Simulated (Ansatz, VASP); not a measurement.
Al3GaN4: VASP beside Ansatz

```xyz
16
Lattice="0.0000 -4.4070 0.0000 0.0000 0.0000 -4.4070 8.6640 0.0000 0.0000" Properties=species:S:1:pos:R:3 pbc="T T T"
Al    0.5394   -2.2035   -4.4070
Al    4.9464   -2.2035   -4.4070
Al    0.5394    0.0000   -2.2035
Al    4.9464    0.0000   -2.2035
Al    2.7429   -2.2035   -2.2035
Al    7.1499   -2.2035   -2.2035
Ga    2.7429    0.0000   -4.4070
Ga    7.1499    0.0000   -4.4070
N     1.6178   -1.1251   -3.2819
N     6.0248   -1.1251   -3.2819
N     1.6178   -3.2819   -1.1251
N     6.0248   -3.2819   -1.1251
N     8.2750   -1.1251   -1.1251
N     3.8680   -1.1251   -1.1251
N     8.2750   -3.2819   -3.2819
N     3.8680   -3.2819   -3.2819
```

Alike in both runs: task single point; functional PBEsol; k mesh 5 × 5 × 3; occupations gaussian, width 0.05 eV; no spin polarisation.

|  | VASP | Ansatz |
| --- | --- | --- |
| version | VASP 6.6.1 | Ansatz 0.2.0 |
| potentials or method | VASP PAW PBE potentials, release 64 (Al, Ga_d, N), cutoff 520 eV | scalar-relativistic, plane waves, PAW |
| valence electrons in the cell | 84 | 84 |

VASP gave:

- gap on the k mesh at the Fermi level (eV): 3.12
- least direct gap on the mesh (eV): 3.12
- pressure (GPa): 3.8
- traceless stress, the component that is largest in VASP (GPa): -1.79
- rms of the force components (eV/Å): 0.576

Question: Estimate Ansatz's values.

Answer: gap on the k mesh at the Fermi level (eV): 3.12; least direct gap on the mesh (eV): 3.12; pressure (GPa): 3.8; traceless stress, the component that is largest in VASP (GPa): -1.75; rms of the force components (eV/Å): 0.573.

VASP's potentials were made for PBE, not for PBEsol. Atom by atom the forces differ by 0.005 eV/Å (rms over components).
